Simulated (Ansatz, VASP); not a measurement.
# Al2GaAs3 in VASP and in Ansatz

```
Al Ga As
1.0
    -2.02776    2.02776    8.59807
     2.02776   -2.02776    8.59807
     2.02776    2.02776   -8.59807
Al Ga As
2 1 3
Direct
  0.66679 0.66679 0.00000
  0.33321 0.33321 0.00000
  0.00000 0.00000 0.00000
  0.41610 0.91610 0.50000
  0.08390 0.58390 0.50000
  0.75000 0.25000 0.50000
```

Alike in both runs: functional PBE; k mesh 10 × 10 × 10; occupations gaussian, width 0.02 eV; no spin polarisation.

Ansatz relaxed the structure, and its values are those at the end. VASP's run is a single point on that final structure, the one shown.

```csv
,VASP,Ansatz
version,VASP 6.6.1,Ansatz 0.2.0
potentials or method,"VASP PAW PBE potentials, release 64 (Al, Ga_d, As), cutoff 520 eV","scalar-relativistic, plane waves, PAW"
valence electrons in the cell,34,64
```

```csv
,VASP,Ansatz,Ansatz less VASP
gap on the k mesh at the Fermi level (eV),1.11,1.11,-0.002
least direct gap on the mesh (eV),1.11,1.11,-0.002
pressure (GPa),0.2,0.0,-0.16
```

With one functional, cell and mesh, what is left measures potentials, basis and numerics. VASP's potentials hold 34 valence electrons a cell and Ansatz's 64, so a difference there can come from the potentials and not from the codes.
